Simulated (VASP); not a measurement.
# WS2 in VASP: notebook

Runs on WS2. Level: PBE. Tasks: single point.

All numbers are computed with VASP 6.6.1; they aren't measurements. Logs are shortened: lines on timing, memory, paths and dates and some standing lists are left out, and cuts for length are marked.

### Step 1. The cell of the first run

The cell holds a slab with vacuum, 3 atoms: a = 3.184 Å, b = 3.184 Å, c = 16.951 Å, α = 90.00°, β = 90.00°, γ = 120.00°.

### Step 2. Single point, PBE

Contents of INCAR:

```
SYSTEM = WS2
PREC     = Accurate       ! precision mode
ENCUT    = 520            ! plane-wave cutoff, eV
EDIFF    = 1E-6           ! SCF threshold, eV
ISMEAR   = 0              ! smearing method
SIGMA    = 0.018000000000000002 ! smearing width, eV
LREAL    = .False.        ! projectors in reciprocal space
LASPH    = .True.         ! aspherical terms in the spheres
NELM     = 80             ! most SCF steps
ALGO     = Normal         ! electronic algorithm
ISIF     = 2              ! what is computed and relaxed
LWAVE    = .False.        ! write WAVECAR
LCHARG   = .True.         ! write CHGCAR
GGA      = PE             ! functional
LELF     = .True.         ! ELF
LVHAR    = .True.       
NBANDS   = 20             ! bands
```

Contents of KPOINTS:

```
Automatic mesh
0
Gamma
  10 10 2
  0 0 0
```

Contents of POSCAR:

```
WS2
1.0
    3.1835163552      0.0000000000      0.0000000000
   -1.5917581776      2.7570060369      0.0000000000
    0.0000000000      0.0000000000     16.9505778900
W S
1 2
Direct
    0.0000000000      0.0000000000      0.0000000000
    0.3333333333      0.6666666667      0.0920005100
    0.3333333333      0.6666666667      0.9079994900
```

Potentials or basis: VASP PAW PBE potentials, release 64 (W_sv, S).

The run is started by

```console
$ cat potpaw_PBE.64/W_sv/POTCAR potpaw_PBE.64/S/POTCAR > POTCAR
$ mpirun -np 1 vasp_std > vasp.out
```

OUTCAR:

```text
SYSTEM = WS2
   PREC = Accurate
   ENCUT = 520
   EDIFF = 1E-6
   ISMEAR = 0
   LREAL = .False.
   LASPH = .True.
   NELM = 80
   ISIF = 2
   GGA = PE

 ion  position               nearest neighbor table
   1  0.000  0.000  0.000-   2 2.41   3 2.41   2 2.41   3 2.41   2 2.41   3 2.41
   2  0.333  0.667  0.092-   1 2.41   1 2.41   1 2.41
   3  0.333  0.667  0.908-   1 2.41   1 2.41   1 2.41

  LATTYP: Found a hexagonal cell.
 ALAT       =     3.1835163552
 C/A-ratio  =     5.3244827413

  Lattice vectors:

 A1 = (   3.1835163552,   0.0000000000,   0.0000000000)
 A2 = (  -1.5917581776,   2.7570060369,   0.0000000000)
 A3 = (   0.0000000000,   0.0000000000,  16.9505778900)

Analysis of symmetry for initial positions (statically):
=====================================================================
 Subroutine PRICEL returns:
 Original cell was already a primitive cell.

 Routine SETGRP: Setting up the symmetry group for a
 hexagonal supercell.

 Subroutine GETGRP returns: Found 12 space group operations
 (whereof 12 operations were pure point group operations)
 out of a pool of 24 trial point group operations.

The static configuration has the point symmetry D_3h.

Analysis of symmetry for dynamics (positions and initial velocities):
=====================================================================
 Subroutine PRICEL returns:
 Original cell was already a primitive cell.

 Routine SETGRP: Setting up the symmetry group for a
 hexagonal supercell.

 Subroutine GETGRP returns: Found 12 space group operations
 (whereof 12 operations were pure point group operations)
 out of a pool of 24 trial point group operations.

The dynamic configuration has the point symmetry D_3h.

 Subroutine INISYM returns: Found 12 space group operations
 (whereof 12 operations are pure point group operations),
 and found     1 'primitive' translations

----------------------------------------------------------------------------------------

                                     Primitive cell

  volume of cell :     148.7748

  direct lattice vectors                    reciprocal lattice vectors
     3.183516355  0.000000000  0.000000000     0.314118066  0.181356150  0.000000000
    -1.591758178  2.757006037  0.000000000     0.000000000  0.362712300  0.000000000
     0.000000000  0.000000000 16.950577890     0.000000000  0.000000000  0.058995039

  length of vectors
     3.183516355  3.183516355 16.950577890     0.362712300  0.362712300  0.058995039

  position of ions in fractional coordinates (direct lattice)
     0.000000000  0.000000000  0.000000000
     0.333333333  0.666666667  0.092000510
     0.333333333  0.666666667  0.907999490

  ion indices of the primitive-cell ions
   primitive index   ion index
                 1           1
                 2           2
                 3           3

----------------------------------------------------------------------------------------

 KPOINTS: Automatic mesh

Automatic generation of k-mesh.
 Grid dimensions read from file:
 generate k-points for:   10   10    2

 Generating k-lattice:

  Cartesian coordinates                     Fractional coordinates (reciprocal lattice)
     0.031411807  0.018135615  0.000000000     0.100000000 -0.000000000  0.000000000
     0.000000000  0.036271230  0.000000000     0.000000000  0.100000000  0.000000000
     0.000000000  0.000000000  0.029497519     0.000000000  0.000000000  0.500000000

  Length of vectors
     0.036271230  0.036271230  0.029497519

  Shift w.r.t. Gamma in fractional coordinates (k-lattice)
     0.000000000  0.000000000  0.000000000

 Subroutine IBZKPT returns following result:
 ===========================================

 Found     28 irreducible k-points:

 Following reciprocal coordinates:
            Coordinates               Weight
  0.000000  0.000000  0.000000      1.000000
  0.100000  0.000000  0.000000      6.000000
  0.200000  0.000000  0.000000      6.000000
  0.300000  0.000000  0.000000      6.000000
  0.400000 -0.000000  0.000000      6.000000
  0.500000  0.000000  0.000000      3.000000
[... 16 lines left out ...]
  0.300000  0.100000  0.500000     12.000000
  0.400000  0.100000  0.500000     12.000000
 [... further k-points ...]
   k-points           NKPTS =     28   k-points in BZ     NKDIM =     28   number of bands    NBANDS=     20
   number of dos      NEDOS =    301   number of ions     NIONS =      3
   total plane-waves  NPLWV =  72576
   dimension x,y,z NGX =    24 NGY =   24 NGZ =  126
   dimension x,y,z NGXF=    48 NGYF=   48 NGZF=  252
   ions per type =               1   2
   NGX,Y,Z   is equivalent  to a cutoff of  12.53, 12.53, 12.36 a.u.
   NGXF,Y,Z  is equivalent  to a cutoff of  25.07, 25.07, 24.72 a.u.
 SYSTEM =  WS2
   PREC   = accura    normal or accurate (medium, high low for compatibility)
   ISTART =      0    job   : 0-new  1-cont  2-samecut
   ICHARG =      2    charge: 1-file 2-atom 10-const
   ISPIN  =      1    spin polarized calculation?
   LNONCOLLINEAR =      F non collinear calculations
   LSORBIT =      F    spin-orbit coupling
   LASPH  =      T    aspherical Exc in radial PAW
   ENCUT  =  520.0 eV  38.22 Ry    6.18 a.u.   5.92  5.92 31.52*2*pi/ulx,y,z
   NELM   =     80;   NELMIN=  2; NELMDL= -5     # of ELM steps
   EDIFF  = 0.1E-05   stopping-criterion for ELM
   LREAL  =      F    real-space projection
   EDIFFG = 0.1E-04   stopping-criterion for IOM
   NSW    =      0    number of steps for IOM
   IBRION =     -1    ionic relax: 0-MD 1-quasi-New 2-CG
   NFREE  =      0    steps in history (QN), initial steepest desc. (CG)
   ISIF   =      2    stress and relaxation
   ISYM   =      2    0-nonsym 1-usesym 2-fastsym
   POTIM  = 0.5000    time-step for ionic-motion
   TEBEG  =    0.0;   TEEND  =   0.0 temperature during run
   PSTRESS=    0.0 pullay stress
   NELECT =      26.0000    total number of electrons
   NUPDOWN=      -1.0000    fix difference up-down
   EMIN   =  10.00;   EMAX   =-10.00  energy-range for DOS
   EFERMI =   0.00;   METHOD = LEGACY
   ISMEAR =     0;   SIGMA  =   0.02  broadening in eV -4-tet -1-fermi 0-gaus
   EFERMI_NEDOS =   21; number of points for ismear=-14 and -15
   IALGO  =     38    algorithm
   IMIX   =      4    mixing-type and parameters
     AMIX     =   0.40;   BMIX     =  1.00
     AMIX_MAG =   1.60;   BMIX_MAG =  1.00
  volume/ion in A,a.u.               =      49.59       334.66
  Fermi-wavevector in a.u.,A,eV,Ry     =   0.915285  1.729637 11.398226  0.837746
  Thomas-Fermi vector in A             =   2.040009
   LORBIT       =      0    0 simple, 1 ext, 2 COOP (PROOUT), +10 PAW based schemes
   GGA     = PE    functional components
   LHFCALC =     F    Hartree Fock is set to
   AEXX    =    0.0000 exact exchange contribution
   IVDW    =     0    specifies the selected vdW correction
   LEPSILON=     F    determine dielectric tensor
   LRPA    =     F    only Hartree local field effects (RPA)
 non-spin polarized calculation
 Gauss-broadening in eV      SIGMA  =   0.02
  energy-cutoff  :      520.00
  volume of cell :      148.77
 maximum number of plane-waves:      4035
 NGX is ok and might be reduce to    24
   NGX = 11   NGY = 11   NGZ = 63

 number of electron      25.9999999 magnetization

 Free energy of the ion-electron system (eV)
  ---------------------------------------------------
  ext. energy  EPLUGINS =         0.00000000
  ---------------------------------------------------
  free energy    TOTEN  =       -23.67124181 eV

  energy without entropy =      -23.67124181  energy(sigma->0) =      -23.67124181

 E-fermi :  -1.1079     XC(G=0):  -4.5416

 val. band max:       -1.2192624724   @ k =   0.0000   0.0000   0.5000
 cond. band min:       0.7843673727   @ k =   0.3000   0.3000   0.0000
 fundamental gap:      2.0036298450
 Fermi energy:        -1.1079058509

 k-point     1 :       0.0000    0.0000    0.0000
  band No.  band energies     occupation
      1     -75.2302      2.00000
      2     -39.4669      2.00000
      3     -39.3221      2.00000
      4     -39.3221      2.00000
      5     -15.9880      2.00000
      6     -14.3224      2.00000
[... 12 lines left out ...]
     19       4.2545      0.00000
     20       4.3476      0.00000

 k-point     2 :       0.1000    0.0000    0.0000
  band No.  band energies     occupation
      1     -75.2286      2.00000
      2     -39.4611      2.00000
      3     -39.3546      2.00000
      4     -39.3297      2.00000
      5     -15.8241      2.00000
      6     -14.2637      2.00000
[... 12 lines left out ...]
     19       4.4513      0.00000
     20       4.8957      0.00000

 k-point     3 :       0.2000    0.0000    0.0000
  band No.  band energies     occupation
      1     -75.2244      2.00000
      2     -39.4458      2.00000
      3     -39.4386      2.00000
      4     -39.3494      2.00000
      5     -15.3689      2.00000
      6     -14.1016      2.00000
[... 12 lines left out ...]
     19       5.0069      0.00000
     20       5.8696      0.00000

 k-point     4 :       0.3000    0.0000    0.0000
  band No.  band energies     occupation
      1     -75.2193      2.00000
      2     -39.5409      2.00000
      3     -39.4268      2.00000
      4     -39.3736      2.00000
      5     -14.7356      2.00000
      6     -13.8806      2.00000
[... 12 lines left out ...]
     19       5.7902      0.00000
     20       6.1449      0.00000

 k-point     5 :       0.4000   -0.0000    0.0000
  band No.  band energies     occupation
      1     -75.2151      2.00000
      2     -39.6223      2.00000
      3     -39.4114      2.00000
      4     -39.3931      2.00000
      5     -14.1342      2.00000
      6     -13.6806      2.00000
[... 12 lines left out ...]
     19       6.3154      0.00000
     20       6.3416      0.00000
[... 353 lines left out ...]
      6     -14.1529      2.00000
[... 12 lines left out ...]
     19       4.7176      0.00000
     20       6.0271      0.00000

 k-point    22 :       0.2000    0.1000    0.5000
  band No.  band energies     occupation
      1     -75.2211      2.00000
      2     -39.4979      2.00000
      3     -39.4334      2.00000
      4     -39.3732      2.00000
      5     -14.9663      2.00000
      6     -13.9583      2.00000
[... 12 lines left out ...]
     19       5.3972      0.00000
     20       6.6949      0.00000

 k-point    23 :       0.3000    0.1000    0.5000
  band No.  band energies     occupation
      1     -75.2164      2.00000
      2     -39.5838      2.00000
      3     -39.4162      2.00000
      4     -39.4010      2.00000
      5     -14.3360      2.00000
      6     -13.7398      2.00000
[... 12 lines left out ...]
     19       6.2715      0.00000
     20       6.2825      0.00000

 k-point    24 :       0.4000    0.1000    0.5000
  band No.  band energies     occupation
      1     -75.2135      2.00000
      2     -39.6361      2.00000
      3     -39.4182      2.00000
      4     -39.4055      2.00000
      5     -13.8823      2.00000
      6     -13.5892      2.00000
[... 12 lines left out ...]
     19       6.9200      0.00000
     20       7.0221      0.00000

 [... further k-points ...]
[... 5 lines left out ...]
  --------------------------------------------------------------------------------------
  -------------------------------------------------------------------------------------
  Total        0.4024665      0.4024665      0.7915274      0.0000000     -0.0000000     -0.0000000
  in kB        4.3342209      4.3342209      8.5240745      0.0000000     -0.0000000     -0.0000000
  external PRESSURE =       5.7308388 kB  Pullay stress =       0.0000000 kB

 VOLUME and BASIS-vectors are now :
 -----------------------------------------------------------------------------
  energy-cutoff  :      520.00
  volume of cell :      148.77
      direct lattice vectors                 reciprocal lattice vectors
     3.183516355  0.000000000  0.000000000     0.314118066  0.181356150  0.000000000
    -1.591758178  2.757006037  0.000000000     0.000000000  0.362712300  0.000000000
     0.000000000  0.000000000 16.950577890     0.000000000  0.000000000  0.058995039

 POSITION                                       TOTAL-FORCE (eV/Angst)
 -----------------------------------------------------------------------------------
      0.00000      0.00000      0.00000         0.000000      0.000000      0.000000
     -0.00000      1.83800      1.55946        -0.000000     -0.000000      0.262956
     -0.00000      1.83800     15.39112         0.000000      0.000000     -0.262956
 -----------------------------------------------------------------------------------
    total drift:                                0.000000     -0.000000     -0.000000

  FREE ENERGIE OF THE ION-ELECTRON SYSTEM (eV)
  ---------------------------------------------------
  free  energy   TOTEN  =       -23.6712418139 eV

  energy  without entropy=      -23.6712418139  energy(sigma->0) =      -23.67124181
```

Wall time 51 s (1 thread of Intel Xeon 6975P-C (Granite Rapids), shared host); peak memory 0.28 GiB.

What came out:

```
Free energy            : -23.6712 eV
Largest force          : 0.263 eV/Å
Band gap on the k mesh : 2.00 eV, indirect (least direct gap 2.16 eV)
```

Forces on the atoms (eV/Å):
```
W    0.000  0.000  0.000
S    0.000  0.000  0.263
S    0.000  0.000 -0.263
```

Caveat: spin-orbit coupling is left out, which moves the levels of the heavy elements.

### Step 3. Single point, PBE

Contents of INCAR:

```
ALGO = Normal
EDIFF = 1E-6
ENCUT = 520
GGA = PE
ISIF = 2
ISMEAR = 0
LASPH = True
LCHARG = False
LREAL = False
LWAVE = False
NBANDS = 20
NELM = 60
PREC = Accurate
SIGMA = 0.019000000000000003
```

Contents of KPOINTS:

```
k-points
0
Gamma
  10 10 2
```

POSCAR is that of step 2.

Potentials or basis: VASP PAW PBE potentials, release 64 (W_sv, S).

The run is started by

```console
$ cat potpaw_PBE.64/W_sv/POTCAR potpaw_PBE.64/S/POTCAR > POTCAR
$ mpirun -np 1 vasp_std > vasp.out
```

It took 53 s on 1 thread of Intel Xeon 6975P-C (Granite Rapids), shared host; peak memory 0.28 GiB.

It converged, with:

- Free energy: -23.6712 eV
- Largest force: 0.263 eV/Å
- Band gap on the k mesh: 2.00 eV, indirect (least direct gap 2.16 eV)

Forces in eV/Å, atoms in the order of the input:
```
W    0.000  0.000  0.000
S    0.000  0.000  0.263
S    0.000  0.000 -0.263
```

Levels at points of the mesh, in eV from the valence-band top:
```csv
k point,band 10,band 11,band 12,band 13,band 14,band 15,band 16,band 17
"(0.00, 0.00, 0.00)",-2.08,-1.65,-1.65,0.00,2.90,2.90,3.08,3.08
"(0.50, 0.00, 0.00)",-3.44,-2.11,-1.30,-0.92,2.85,3.32,4.09,4.78
"(0.00, 0.00, 0.50)",-2.08,-1.65,-1.65,0.00,2.90,2.90,3.08,3.08
"(0.50, 0.00, 0.50)",-3.44,-2.11,-1.30,-0.92,2.85,3.32,4.09,4.78
```

Caveat: spin-orbit coupling is left out, which moves the levels of the heavy elements.

### Step 4. Single point, PBE

Contents of INCAR:

```
PREC = Accurate
ENCUT = 520
EDIFF = 1E-6
ISMEAR = 0
SIGMA = 0.02
LREAL = False
LASPH = True
NELM = 60
ALGO = Normal
ISIF = 2
LWAVE = False
LCHARG = False
GGA = PE
NBANDS = 20
```

Contents of KPOINTS:

```
regular mesh
0
Gamma
  10 10 2
```

POSCAR is that of step 3.

The run is started by

```console
$ cat potpaw_PBE.64/W_sv/POTCAR potpaw_PBE.64/S/POTCAR > POTCAR
$ mpirun -np 1 vasp_std > vasp.out
```

Run time: 53 s. Hardware: 1 thread of Intel Xeon 6975P-C (Granite Rapids), shared host; peak memory 0.28 GiB.

The run converged. Its results:

```
Free energy            : -23.6712 eV
Largest force          : 0.263 eV/Å
Band gap on the k mesh : 2.00 eV, indirect (least direct gap 2.16 eV)
```

Forces on the atoms (eV/Å):
```
W    0.000  0.000  0.000
S    0.000  0.000  0.263
S    0.000  0.000 -0.263
```

Levels at points of the mesh, in eV from the valence-band top:
| k point | band 11 | band 12 | band 13 | band 14 | band 15 | band 16 |
| --- | --- | --- | --- | --- | --- | --- |
| (0.00, 0.00, 0.00) | -1.65 | -1.65 | 0.00 | 2.90 | 2.90 | 3.08 |
| (0.50, 0.00, 0.00) | -2.11 | -1.30 | -0.92 | 2.85 | 3.32 | 4.09 |
| (0.00, 0.00, 0.50) | -1.65 | -1.65 | 0.00 | 2.90 | 2.90 | 3.08 |
| (0.50, 0.00, 0.50) | -2.11 | -1.30 | -0.92 | 2.85 | 3.32 | 4.09 |

Caveat: spin-orbit coupling is left out, which moves the levels of the heavy elements.

### Step 5. Single point, PBE

Contents of INCAR:

```
ALGO = Normal
EDIFF = 1E-6
ENCUT = 520
GGA = PE
ISIF = 2
ISMEAR = 0
LASPH = True
LCHARG = False
LREAL = False
LWAVE = False
NBANDS = 20
NELM = 80
PREC = Accurate
SIGMA = 0.020999999999999998
```

Contents of KPOINTS:

```
k-points
0
Gamma
  10 10 2
```

POSCAR is that of step 4.

The run is started by

```console
$ cat potpaw_PBE.64/W_sv/POTCAR potpaw_PBE.64/S/POTCAR > POTCAR
$ mpirun -np 1 vasp_std > vasp.out
```

It took 55 s on 1 thread of Intel Xeon 6975P-C (Granite Rapids), shared host; peak memory 0.28 GiB.

The run converged. Its results:

- Free energy: -23.6712 eV
- Largest force: 0.263 eV/Å
- Band gap on the k mesh: 2.00 eV, indirect (least direct gap 2.16 eV)

Forces in eV/Å, atoms in the order of the input:
```
W    0.000  0.000  0.000
S    0.000  0.000  0.263
S    0.000  0.000 -0.263
```

Levels at points of the mesh, in eV from the valence-band top:
| k point | band 9 | band 10 | band 11 | band 12 | band 13 | band 14 | band 15 | band 16 | band 17 | band 18 |
| --- | --- | --- | --- | --- | --- | --- | --- | --- | --- | --- |
| (0.00, 0.00, 0.00) | -2.89 | -2.08 | -1.65 | -1.65 | 0.00 | 2.90 | 2.90 | 3.08 | 3.08 | 4.96 |
| (0.50, 0.00, 0.00) | -4.43 | -3.44 | -2.11 | -1.30 | -0.92 | 2.85 | 3.32 | 4.09 | 4.78 | 5.13 |
| (0.00, 0.00, 0.50) | -2.89 | -2.08 | -1.65 | -1.65 | 0.00 | 2.90 | 2.90 | 3.08 | 3.08 | 5.02 |
| (0.50, 0.00, 0.50) | -4.43 | -3.44 | -2.11 | -1.30 | -0.92 | 2.85 | 3.32 | 4.09 | 4.78 | 5.13 |

Caveat: spin-orbit coupling is left out, which moves the levels of the heavy elements.

### Step 6. Overview

```csv
smearing,gap on the mesh (eV),largest force (eV/Å)
gaussian 0.018 eV,2.00,0.26
gaussian 0.019 eV,2.00,0.26
gaussian 0.02 eV,2.00,0.26
gaussian 0.021 eV,2.00,0.26
```

Alike in all rows: task single point; level PBE; potentials or basis VASP PAW PBE potentials, release 64 (W_sv, S); no spin polarisation; cell as given; k mesh 10 × 10 × 2; cutoff (eV) 520.

On the cell as given the gap runs from 2.00 eV (PBE) to 2.00 eV (PBE).

Caveats: spin-orbit coupling is left out, which moves the levels of the heavy elements.

Total energies depend on the potentials used, so only differences within one code and one set of settings carry meaning.
